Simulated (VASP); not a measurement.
# Rh: single point with PBE

Rh:

```
CELL_PARAMETERS angstrom
0.00000 1.87303 1.95860
1.87303 0.00000 1.95860
1.87303 1.87303 0.00000
ATOMIC_POSITIONS crystal
Rh 0.00000 0.00000 0.00000
```

This cell differs from its parent crystal: strain -0.015 along x and y, +0.030 along z.

```json
{
  "Program": "VASP 6.6.1",
  "Task": "single point",
  "Functional": "PBE",
  "Potentials or basis": "VASP PAW PBE potentials, release 64 (Rh_pv)",
  "Cutoff": "520 eV",
  "k mesh": "22 × 22 × 22",
  "Occupations": "gaussian, width 0.15 eV",
  "Spin": "no spin polarisation",
  "Dipole correction": "no",
  "Further INCAR settings": "ALGO = Fast; EDIFF = 1e-07; NBANDS = 14"
}
```

The pressure is 6.4 GPa.

Stress tensor (GPa, compression positive):
```
10.15  0.00  0.00
 0.00 10.15  0.00
 0.00  0.00 -1.14
```

Levels at points of the mesh, in eV from the Fermi level:
```
           k point  band 5  band 6  band 7  band 8  band 9  band 10
(0.00, 0.00, 0.00)   -3.39   -2.90   -2.90   -1.30   -0.70    16.04
(0.50, 0.00, 0.00)   -3.39   -2.90    0.46    0.69    0.75     8.67
(0.50, 0.50, 0.00)   -5.92    0.58    0.96    0.96    2.65    11.47
(0.50, 0.00, 0.50)   -5.94    0.52    0.78    1.23    3.60    12.71
```

Run time: 85 s on 1 thread of Intel(R) Xeon(R) Platinum 8488C (Sapphire Rapids), with other jobs on the host, peak memory 0.25 GiB.

Caveat: the cell differs from its parent crystal (strain -0.015 along x and y, +0.030 along z).
